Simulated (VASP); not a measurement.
# Hf2Ge3Ru (P4/mmm) in VASP: notebook, part 3 of 3

VASP 6.6.1. The steps go on from the part before.

**5. Single point, PBE**

INCAR reads:

```
SYSTEM = Hf2Ge3Ru
PREC     = Accurate       ! precision mode
ENCUT    = 520            ! plane-wave cutoff, eV
EDIFF    = 1E-6           ! SCF threshold, eV
ISMEAR   = 0              ! smearing method
SIGMA    = 0.1            ! smearing width, eV
LREAL    = .False.        ! projectors in reciprocal space
LASPH    = .True.         ! aspherical terms in the spheres
NELM     = 60             ! most SCF steps
ALGO     = Normal         ! electronic algorithm
ISIF     = 2              ! what is computed and relaxed
LWAVE    = .False.        ! write WAVECAR
LCHARG   = .False.        ! write CHGCAR
GGA      = PE             ! functional
NBANDS   = 47             ! bands
```

KPOINTS reads:

```
Automatic mesh
0
Gamma
  12 12 4
  0 0 0
```

POSCAR reads:

```
Hf2Ge3Ru
1.0
    3.0804895240      0.0000000000      0.0000000000
    0.0000000000      3.0804895240      0.0000000000
    0.0000000000      0.0000000000     10.7232212177
Hf Ge Ru
2 3 1
Direct
    0.0000000000      0.0000000000      0.3152871253
    0.0000000000      0.0000000000      0.6847128747
    0.5000000000      0.5000000000      0.1377599183
    0.5000000000      0.5000000000      0.5000000000
    0.5000000000      0.5000000000      0.8622400817
    0.0000000000      0.0000000000      0.0000000000
```

Potentials or basis: VASP PAW PBE potentials, release 64 (Hf_pv, Ge_d, Ru_pv).

The run is started by

```
$ cat potpaw_PBE.64/Hf_pv/POTCAR potpaw_PBE.64/Ge_d/POTCAR potpaw_PBE.64/Ru_pv/POTCAR > POTCAR
$ mpirun -np 1 vasp_std > vasp.out
```

OUTCAR:

```text
SYSTEM = Hf2Ge3Ru
   PREC = Accurate
   ENCUT = 520
   EDIFF = 1E-6
   ISMEAR = 0
   LREAL = .False.
   LASPH = .True.
   NELM = 60
   ISIF = 2
   GGA = PE

 ion  position               nearest neighbor table
   1  0.000  0.000  0.315-   3 2.89   3 2.89   3 2.89   3 2.89   4 2.94   4 2.94   4 2.94   4 2.94
                             6 3.38
   2  0.000  0.000  0.685-   5 2.89   5 2.89   5 2.89   5 2.89   4 2.94   4 2.94   4 2.94   4 2.94
                             6 3.38
   3  0.500  0.500  0.138-   6 2.63   6 2.63   6 2.63   6 2.63   1 2.89   1 2.89   1 2.89   1 2.89

   4  0.500  0.500  0.500-   1 2.94   2 2.94   1 2.94   2 2.94   1 2.94   2 2.94   1 2.94   2 2.94

   5  0.500  0.500  0.862-   6 2.63   6 2.63   6 2.63   6 2.63   2 2.89   2 2.89   2 2.89   2 2.89

   6  0.000  0.000  0.000-   3 2.63   5 2.63   3 2.63   5 2.63   3 2.63   5 2.63   3 2.63   5 2.63
                             1 3.38   2 3.38

  LATTYP: Found a simple tetragonal cell.
 ALAT       =     3.0804895240
 C/A-ratio  =     3.4810120710

  Lattice vectors:

 A1 = (   3.0804895240,   0.0000000000,   0.0000000000)
 A2 = (   0.0000000000,   3.0804895240,   0.0000000000)
 A3 = (   0.0000000000,   0.0000000000,  10.7232212177)

Analysis of symmetry for initial positions (statically):
=====================================================================
 Subroutine PRICEL returns:
 Original cell was already a primitive cell.

 Routine SETGRP: Setting up the symmetry group for a
 simple tetragonal supercell.

 Subroutine GETGRP returns: Found 16 space group operations
 (whereof 16 operations were pure point group operations)
 out of a pool of 16 trial point group operations.

The static configuration has the point symmetry D_4h.

Analysis of symmetry for dynamics (positions and initial velocities):
=====================================================================
 Subroutine PRICEL returns:
 Original cell was already a primitive cell.

 Routine SETGRP: Setting up the symmetry group for a
 simple tetragonal supercell.

 Subroutine GETGRP returns: Found 16 space group operations
 (whereof 16 operations were pure point group operations)
 out of a pool of 16 trial point group operations.

The dynamic configuration has the point symmetry D_4h.

 Subroutine INISYM returns: Found 16 space group operations
 (whereof 16 operations are pure point group operations),
 and found     1 'primitive' translations

----------------------------------------------------------------------------------------

                                     Primitive cell

  volume of cell :     101.7571

  direct lattice vectors                    reciprocal lattice vectors
     3.080489524  0.000000000  0.000000000     0.324623730  0.000000000  0.000000000
     0.000000000  3.080489524  0.000000000     0.000000000  0.324623730  0.000000000
     0.000000000  0.000000000 10.723221218     0.000000000  0.000000000  0.093255560

  length of vectors
     3.080489524  3.080489524 10.723221218     0.324623730  0.324623730  0.093255560

  position of ions in fractional coordinates (direct lattice)
     0.000000000  0.000000000  0.315287125
     0.000000000  0.000000000  0.684712875
     0.500000000  0.500000000  0.137759918
     0.500000000  0.500000000  0.500000000
     0.500000000  0.500000000  0.862240082
     0.000000000  0.000000000  0.000000000

[... 40 lines left out ...]
  0.250000  0.000000  0.000000      4.000000
  0.333333  0.000000  0.000000      4.000000
  0.416667  0.000000  0.000000      4.000000
[... 16 lines left out ...]
  0.333333  0.333333  0.000000      4.000000
  0.416667  0.333333  0.000000      8.000000
 [... further k-points ...]
   k-points           NKPTS =     84   k-points in BZ     NKDIM =     84   number of bands    NBANDS=     47
   number of dos      NEDOS =    301   number of ions     NIONS =      6
   total plane-waves  NPLWV =  46080
   dimension x,y,z NGX =    24 NGY =   24 NGZ =   80
   dimension x,y,z NGXF=    48 NGYF=   48 NGZF=  160
   ions per type =               2   3   1
   NGX,Y,Z   is equivalent  to a cutoff of  12.95, 12.95, 12.40 a.u.
   NGXF,Y,Z  is equivalent  to a cutoff of  25.90, 25.90, 24.81 a.u.
 SYSTEM =  Hf2Ge3Ru
   PREC   = accura    normal or accurate (medium, high low for compatibility)
   ISTART =      0    job   : 0-new  1-cont  2-samecut
   ICHARG =      2    charge: 1-file 2-atom 10-const
   ISPIN  =      1    spin polarized calculation?
   LNONCOLLINEAR =      F non collinear calculations
   LSORBIT =      F    spin-orbit coupling
   LASPH  =      T    aspherical Exc in radial PAW
   ENCUT  =  520.0 eV  38.22 Ry    6.18 a.u.   5.73  5.73 19.94*2*pi/ulx,y,z
   NELM   =     60;   NELMIN=  2; NELMDL= -5     # of ELM steps
   EDIFF  = 0.1E-05   stopping-criterion for ELM
   LREAL  =      F    real-space projection
   EDIFFG = 0.1E-04   stopping-criterion for IOM
   NSW    =      0    number of steps for IOM
   IBRION =     -1    ionic relax: 0-MD 1-quasi-New 2-CG
   NFREE  =      0    steps in history (QN), initial steepest desc. (CG)
   ISIF   =      2    stress and relaxation
   ISYM   =      2    0-nonsym 1-usesym 2-fastsym
   POTIM  = 0.5000    time-step for ionic-motion
   TEBEG  =    0.0;   TEEND  =   0.0 temperature during run
   PSTRESS=    0.0 pullay stress
   NELECT =      76.0000    total number of electrons
   NUPDOWN=      -1.0000    fix difference up-down
   EMIN   =  10.00;   EMAX   =-10.00  energy-range for DOS
   EFERMI =   0.00;   METHOD = LEGACY
   ISMEAR =     0;   SIGMA  =   0.10  broadening in eV -4-tet -1-fermi 0-gaus
   EFERMI_NEDOS =   21; number of points for ismear=-14 and -15
   IALGO  =     38    algorithm
   IMIX   =      4    mixing-type and parameters
     AMIX     =   0.40;   BMIX     =  1.00
     AMIX_MAG =   1.60;   BMIX_MAG =  1.00
  volume/ion in A,a.u.               =      16.96       114.45
  Fermi-wavevector in a.u.,A,eV,Ry     =   1.485335  2.806876 30.017451  2.206220
  Thomas-Fermi vector in A             =   2.598760
   LORBIT       =      0    0 simple, 1 ext, 2 COOP (PROOUT), +10 PAW based schemes
   GGA     = PE    functional components
   LHFCALC =     F    Hartree Fock is set to
   AEXX    =    0.0000 exact exchange contribution
   IVDW    =     0    specifies the selected vdW correction
   LEPSILON=     F    determine dielectric tensor
   LRPA    =     F    only Hartree local field effects (RPA)
 non-spin polarized calculation
 Gauss-broadening in eV      SIGMA  =   0.10
  energy-cutoff  :      520.00
  volume of cell :      101.76
 maximum number of plane-waves:      2764
 NGX is ok and might be reduce to    24
   NGX = 11   NGY = 11   NGZ = 39

 number of electron      76.0000006 magnetization

 Free energy of the ion-electron system (eV)
  ---------------------------------------------------
  ext. energy  EPLUGINS =         0.00000000
  ---------------------------------------------------
  free energy    TOTEN  =       -44.76494158 eV

  energy without entropy =      -44.75819554  energy(sigma->0) =      -44.76156856

 E-fermi :   8.1036     XC(G=0): -12.2633

 val. band max:        8.1000267862   @ k =   0.3333   0.3333   0.0000
 cond. band min:       8.1372037745   @ k =   0.2500   0.1667   0.2500
 fundamental gap:      0.0371769883
 Fermi energy:         8.1035685339

 k-point     1 :       0.0000    0.0000    0.0000
  band No.  band energies     occupation
      1     -34.4801      2.00000
      2     -34.4592      2.00000
      3     -34.4592      2.00000
      4     -22.9076      2.00000
      5     -22.8760      2.00000
      6     -22.4297      2.00000
[... 1189 lines left out ...]
     46      10.9932      0.00000
     47      12.7710      0.00000

 [... further k-points ...]

------------------------ aborting loop because EDIFF is reached ----------------------------------------

  FORCE on cell =-STRESS in cart. coord.  units (eV):
  Direction    XX          YY          ZZ          XY          YZ          ZX
  --------------------------------------------------------------------------------------
  -------------------------------------------------------------------------------------
  Total       -0.1356211     -0.1356211     -0.1398264      0.0000000      0.0000000      0.0000000
  in kB       -2.1353691     -2.1353691     -2.2015833      0.0000000      0.0000000      0.0000000
  external PRESSURE =      -2.1574405 kB  Pullay stress =       0.0000000 kB

 VOLUME and BASIS-vectors are now :
 -----------------------------------------------------------------------------
  energy-cutoff  :      520.00
  volume of cell :      101.76
      direct lattice vectors                 reciprocal lattice vectors
     3.080489524  0.000000000  0.000000000     0.324623730  0.000000000  0.000000000
     0.000000000  3.080489524  0.000000000     0.000000000  0.324623730  0.000000000
     0.000000000  0.000000000 10.723221218     0.000000000  0.000000000  0.093255560

 POSITION                                       TOTAL-FORCE (eV/Angst)
 -----------------------------------------------------------------------------------
      0.00000      0.00000      3.38089        -0.000000      0.000000     -0.003737
      0.00000      0.00000      7.34233        -0.000000      0.000000      0.003737
      1.54024      1.54024      1.47723         0.000000     -0.000000      0.042780
      1.54024      1.54024      5.36161        -0.000000      0.000000      0.000000
      1.54024      1.54024      9.24599        -0.000000     -0.000000     -0.042780
      0.00000      0.00000      0.00000        -0.000000      0.000000      0.000000
 -----------------------------------------------------------------------------------
    total drift:                                0.000000     -0.000000      0.000000

  FREE ENERGIE OF THE ION-ELECTRON SYSTEM (eV)
  ---------------------------------------------------
  free  energy   TOTEN  =       -44.7649415832 eV

  energy  without entropy=      -44.7581955386  energy(sigma->0) =      -44.76156856
```

It took 4.6 min on 1 thread of Intel Xeon Platinum 8488C (Sapphire Rapids), shared host; peak memory 0.45 GiB.

Results:

```
Free energy            : -44.7649 eV
Pressure               : -0.2 GPa
Largest force          : 0.043 eV/Å
Band gap on the k mesh : zero (bands 38 and 39 overlap by 1.72 eV)
```

Forces on the atoms (eV/Å):
```
Hf   0.000  0.000 -0.004
Hf   0.000  0.000  0.004
Ge   0.000  0.000  0.043
Ge   0.000  0.000  0.000
Ge   0.000  0.000 -0.043
Ru   0.000  0.000  0.000
```

Caveat: spin-orbit coupling is left out, which moves the levels of the heavy elements.

**6. Overview**

| task | cell | k mesh | cutoff (eV) | gap on the mesh (eV) | pressure (GPa) | largest force (eV/Å) |
| --- | --- | --- | --- | --- | --- | --- |
| single point | a = 3.076, b = 3.076, c = 10.753 Å, 6 atoms, atomic positions A | 6 × 6 × 2 | 520 | none | -0.1 | 0.04 |
| single point | a = 3.262, b = 3.262, c = 9.754 Å, 6 atoms, atomic positions B | 6 × 6 × 2 | 520 | none | 1.4 | 3.14 |
| relaxation of cell and atoms | relaxed from a = 3.262, b = 3.262, c = 9.754 Å, 6 atoms, atomic positions B | 6 × 6 × 2 | 600 | none | 0.1 | 0.03 |
| single point | a = 3.080, b = 3.080, c = 10.723 Å, 6 atoms, atomic positions C | 12 × 12 × 4 | 520 | none | -0.2 | 0.04 |

Alike in all rows: level PBE; potentials or basis VASP PAW PBE potentials, release 64 (Hf_pv, Ge_d, Ru_pv); no spin polarisation; smearing gaussian 0.1 eV.

Caveats: spin-orbit coupling is left out, which moves the levels of the heavy elements; forces of over 1 eV/Å act on the atoms, so gaps and moduli don't describe the material at rest (at least some runs).

Absolute energies hang on the potentials; compare differences alone.

The gap in the log of VASP goes by the Fermi energy; the results here count the filled bands.